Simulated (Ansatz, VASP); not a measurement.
## Two plane-wave programs on C

The input POSCAR:

```
C
1.0
    2.4982678404      0.0000000000      0.0000000000
   -1.2491339202      2.1635634153      0.0000000000
    0.0000000000      0.0000000000      4.2229976408
C
4
Direct
    0.3333333333      0.6666666667     -0.0002601248
    0.6666666667      0.3333333333      0.4997398752
    0.3333333333      0.6666666667      0.3742601248
    0.6666666667      0.3333333333      0.8742601248
```

Contents of INCAR.step1:

```
SYSTEM = C
PREC     = Accurate       ! precision mode
ENCUT    = 520            ! plane-wave cutoff, eV
EDIFF    = 1E-5           ! SCF threshold, eV
ISMEAR   = 0              ! smearing method
SIGMA    = 0.01           ! smearing width, eV
LREAL    = .FALSE.        ! projectors in reciprocal space
LASPH    = .TRUE.         ! aspherical terms in the spheres
NELM     = 60             ! most SCF steps
ALGO     = Normal         ! electronic algorithm
ISIF     = 2              ! what is computed and relaxed
LWAVE    = .TRUE.         ! write WAVECAR
GGA      = PE             ! functional
NBANDS   = 16             ! bands
```

INCAR.step2

```
SYSTEM = C
PREC     = Accurate       ! precision mode
ENCUT    = 520            ! plane-wave cutoff, eV
EDIFF    = 1E-7           ! SCF threshold, eV
ISMEAR   = 0              ! smearing method
SIGMA    = 0.01           ! smearing width, eV
LREAL    = .FALSE.        ! projectors in reciprocal space
LASPH    = .TRUE.         ! aspherical terms in the spheres
NELM     = 60             ! most SCF steps
ALGO     = Normal         ! electronic algorithm
ISIF     = 2              ! what is computed and relaxed
LWAVE    = .FALSE.        ! write WAVECAR
LCHARG   = .TRUE.         ! write CHGCAR
GGA      = PE             ! functional
LHFCALC  = .TRUE.         ! exact exchange
HFSCREEN = 0.2079         ! screening, 1/A
PRECFOCK = Normal       
LELF     = .TRUE.         ! ELF
LVHAR    = .TRUE.       
ISTART   = 1            
NBANDS   = 16             ! bands
```

File KPOINTS:

```
regular mesh
0
G
  9 9 4
  0 0 0
```

Input for Ansatz:

```yaml
crystal:
  lattice:
    - [2.4982678404, 0.0, 0.0]
    - [-1.2491339202, 2.1635634153, 0.0]
    - [0.0, 0.0, 4.2229976408]
  atoms:
    - { symbol: C, position: [0.3333333333, 0.6666666667, -0.0002601248] }
    - { symbol: C, position: [0.6666666667, 0.3333333333, 0.4997398752] }
    - { symbol: C, position: [0.3333333333, 0.6666666667, 0.3742601248] }
    - { symbol: C, position: [0.6666666667, 0.3333333333, 0.8742601248] }
basis:
  ecutwfc: 420
kpoints:
  mp_grid: { grid: [9, 9, 4] }
  band_path:
    path:
      - [0.0, 0.0, 0.0]
      - [0.0, 0.0, 0.0]
      - [0.5, 0.0, 0.0]
      - [0.5, 0.0, 0.0]
      - [0.3333333333, 0.3333333333, 0.0]
      - [0.0, 0.0, 0.5]
    npoints: 1
hamiltonian:
  xc: hse06
  pseudopotentials: { kind: paw, azcp: { folder: soft_1 } }
scf:
  occupations: { method: fixed }
  n_extra_bands: 6
output:
  eigenvalues: true
```

Alike in both runs: task single point; functional HSE06; k mesh 9 × 9 × 4; no spin polarisation.

|  | VASP | Ansatz |
| --- | --- | --- |
| version | VASP 6.6.1 | Ansatz 0.2.0 |
| potentials or method | VASP PAW PBE potentials, release 64 (C), cutoff 520 eV | scalar-relativistic, plane waves, PAW |
| occupations | gaussian, width 0.01 eV | fixed |
| valence electrons in the cell | 16 | 16 |

```tsv
	VASP	Ansatz	Ansatz less VASP
gap on the k mesh at the Fermi level (eV)	4.38	4.40	+0.017
least direct gap on the mesh (eV)	6.26	6.27	+0.007
```
